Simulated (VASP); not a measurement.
MgO (e600.b), 2 atoms in the cell. The structure is cubic, space group Fm-3m (No. 225). Conventional cell: a = 4.122 Å, b = 4.122 Å, c = 4.122 Å, α = 90.00°, β = 90.00°, γ = 90.00°. Mg (site symmetry m-3m) has 6 O at 2.06 Å within 2.7 Å. O (site symmetry m-3m) has 6 Mg at 2.06 Å within 2.7 Å.  This cell differs from its parent crystal: volume scaled by 0.91.

| Item | Value |
| --- | --- |
| Program | VASP 6.6.1 |
| Task | single point |
| Functional | PBE |
| Potentials or basis | VASP PAW PBE potentials, release 64 (Mg, O) |
| Cutoff | 600 eV |
| k mesh | 10 × 10 × 10 |
| Occupations | gaussian, width 0.02 eV |
| Spin | no spin polarisation |
| Dipole correction | no |
| Further INCAR settings | ALGO = Normal; EDIFF = 1e-06; NBANDS = 11 |

Potentials or basis: VASP PAW PBE potentials, release 64 (Mg, O).

The run is started by

```bash
$ cat potpaw_PBE.64/Mg/POTCAR potpaw_PBE.64/O/POTCAR > POTCAR
$ mpirun -np 1 vasp_std > vasp.out
```

Hardware: 1 thread of Intel(R) Xeon(R) 6975P-C (Granite Rapids) (shared host).

Problem. Estimate the wall time of this run.

Solution. Wall time 4.5 s on 1 thread of Intel(R) Xeon(R) 6975P-C (Granite Rapids) (shared host), peak memory 0.14 GiB. Counts: scf iterations 12, k points 47.
